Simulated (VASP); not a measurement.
A run of VASP 6.6.1 is set up as follows.

INCAR

```
ALGO = Normal
EDIFF = 1E-6
ENCUT = 520
GGA = PS
ISIF = 2
ISMEAR = -1
LASPH = T
LCHARG = F
LREAL = F
LWAVE = F
NBANDS = 12
NELM = 80
PREC = Accurate
SIGMA = 0.15
```

File KPOINTS:

```
k-points
0
Gamma
  15 15 15
```

POSCAR

```
Ti
1.0
   -1.6574100000      1.6410000000      1.6410000000
    1.6410000000     -1.6574100000      1.6410000000
    1.6410000000      1.6410000000     -1.6574100000
Ti
1
Direct
    0.0000000000      0.0000000000      0.0000000000
```

Potentials or basis: VASP PAW PBE potentials, release 64 (Ti_sv).

Command:

```sh
$ cat potpaw_PBE.64/Ti_sv/POTCAR > POTCAR
$ mpirun -np 1 vasp_std > vasp.out
```

Q: What does it give for the pressure?

A: -6.0 GPa.

Q: Estimate the band gap on the k mesh.

A: Zero (band 6 reaches 8.70 eV, above the bottom of band 7 at 7.12 eV).

Stress tensor (GPa, compression positive):
```
-5.96  0.34  0.34
 0.34 -5.96  0.34
 0.34  0.34 -5.96
```

Caveat: the PAW data sets were made with another functional, which shifts forces and pressure a little.
